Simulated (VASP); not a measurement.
PtSe2:

```
Pt Se
1.0
     3.77301    0.00000    0.00000
    -1.88650    3.26752    0.00000
     0.00000    0.00000    5.12861
Pt Se
1 2
Direct
  0.00000 0.00000 0.00000
  0.66667 0.33333 0.75000
  0.33333 0.66667 0.25000
```

Base run:

- Program: VASP 6.6.1
- Functional: BLYP
- Dispersion: D3(BJ)
- Potentials or basis: VASP PAW PBE potentials, release 64 (Pt, Se)
- Cutoff: 520 eV
- k mesh: 8 × 8 × 5
- Occupations: fermi-dirac, width 0.05 eV
- Spin: no spin polarisation

Its results: band gap on the k mesh zero (bands 11 and 12 overlap by 0.23 eV); pressure 1.4 GPa; largest force 0.691 eV/Å.

After a change of settings the same cell gave: band gap on the k mesh zero (bands 11 and 12 overlap by 0.26 eV); pressure -3.1 GPa; largest force 0.215 eV/Å. Which change was it?
A. functional from BLYP to r2SCAN; dispersion from D3(BJ) to rVV10
B. functional from BLYP to r2SCAN; dispersion from D3(BJ) to none
C. functional from BLYP to revPBE

C.

Caveats: the PAW data sets were made with another functional, which shifts forces and pressure a little; spin-orbit coupling is left out, which moves the levels of the heavy elements; the cell stands under tension (at least some runs).
